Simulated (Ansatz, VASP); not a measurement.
P: VASP beside Ansatz

```xyz
4
Lattice="4.5739 0.0000 0.0000 0.0000 3.3110 0.0000 -1.3081 0.0000 5.7904" Properties=species:S:1:pos:R:3 pbc="T T T"
P     1.3812    0.0000    4.7306
P     0.3922    1.6555    1.0653
P     1.8846    0.0000    1.0598
P     2.8735    1.6555    4.7251
```

Change from the starting cell: the structure that the rattled cell fell into.

Alike in both runs: task single point; functional PBE; k mesh 4 × 6 × 4; occupations gaussian, width 0.1 eV; no spin polarisation.

|  | VASP | Ansatz |
| --- | --- | --- |
| version | VASP 6.6.1 | Ansatz 0.2.0 |
| potentials or method | VASP PAW PBE potentials, release 64 (P), cutoff 520 eV | scalar-relativistic, plane waves, PAW |
| valence electrons in the cell | 20 | 20 |

```csv
,VASP,Ansatz,Ansatz less VASP
gap on the k mesh at the Fermi level (eV),0.25,0.23,-0.016
least direct gap on the mesh (eV),0.32,0.31,-0.014
pressure (GPa),-0.4,-0.1,+0.30
"traceless stress, the component that is largest in VASP (GPa)",-0.44,-0.45,-0.008
rms of the force components (eV/Å),0.060,0.042,-0.0179
```

Atom by atom the forces differ by 0.029 eV/Å (rms over components).
